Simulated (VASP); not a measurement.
Write the native input for VASP 6.6.1 that does the following.

- Task: single point
- Functional: PBE
- Potentials or basis: VASP PAW PBE potentials, release 64 (K_sv, Br)
- Cutoff: 520 eV
- k mesh: 6 × 6 × 6
- Occupations: fermi-dirac, width 0.02 eV
- Spin: no spin polarisation
- Dipole correction: no
- Further INCAR settings: ALGO = Normal; EDIFF = 1e-06; NBANDS = 15

The structure of KBr lies in POSCAR:

```
KBr
1.0
    0.0000000000      3.3022478065      3.3517815236
    3.3022478065      0.0000000000      3.3517815236
    3.3022478065      3.3022478065      0.0000000000
K Br
1 1
Direct
    0.0000000000      0.0000000000      0.0000000000
    0.5000000000      0.5000000000      0.5000000000
```

This cell differs from its parent crystal: uniaxial z strain +1.5%.

These files were run (other wordings do the same):

INCAR

```
SYSTEM = KBr
  PREC = Accurate
  ENCUT = 520
  EDIFF = 1E-6
  ISMEAR = -1
  SIGMA = 0.02
  LREAL = .FALSE.
  LASPH = .TRUE.
  NELM = 60
  ALGO = Normal
  ISIF = 2
  LWAVE = .FALSE.
  LCHARG = .FALSE.
  GGA = PE
  NBANDS = 15
```

KPOINTS

```
regular mesh
0
G
  6 6 6
  0 0 0
```

Potentials or basis: VASP PAW PBE potentials, release 64 (K_sv, Br).

The run is started by

```console
$ cat potpaw_PBE.64/K_sv/POTCAR potpaw_PBE.64/Br/POTCAR > POTCAR
$ mpirun -np 1 vasp_std > vasp.out
```

It gave:

The pressure is 0.5 GPa and the band gap on the k mesh is 4.39 eV, direct.

Caveat: the cell differs from its parent crystal (uniaxial z strain +1.5%).

It took 16 s on 1 thread of Intel(R) Xeon(R) 6975P-C (Granite Rapids), on a shared host, peak memory 0.21 GiB.
